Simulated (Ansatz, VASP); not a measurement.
**BAs2: VASP beside Ansatz**

```
B As
1.0
     3.74333    0.00000    0.00000
     0.00000    3.85508    0.00000
     0.00000    0.00000    4.72196
B As
1 2
Direct
  0.50000 0.50000 0.50000
  0.00000 0.00000 0.50000
  0.50000 0.00000 0.00000
```

Alike in both runs: task relaxation of cell and atoms; functional PBE; k mesh 4 × 4 × 4; occupations gaussian, width 0.1 eV; no spin polarisation.

```csv
,VASP,Ansatz
version,VASP 6.6.1,Ansatz 0.2.0
potentials or method,"VASP PAW PBE potentials, release 64 (B, As), cutoff 600 eV","scalar-relativistic, plane waves, PAW"
valence electrons in the cell,13,33
```

VASP gave:

```
gap on the k mesh at the Fermi level, each at its own relaxed structure (eV) : none
relaxed volume (Å³/atom)                                                     : 15.63
relaxed cell length with the largest relative difference (Å)                 : 4.892
```

**Question.** Which values does Ansatz return?

**Answer.** gap on the k mesh at the Fermi level, each at its own relaxed structure (eV): none; relaxed volume (Å³/atom): 15.64; relaxed cell length with the largest relative difference (Å): 4.900.

A gap of «none» marks a metal or a gap that the smearing closes. VASP's potentials hold 13 valence electrons a cell and Ansatz's 33, so a difference there can come from the potentials and not from the codes.

The k mesh is coarse, so the values compare programs but aren't converged. Noted on VASP's run: the volume moved by over 15 % at a fixed basis, so the end points are rough.
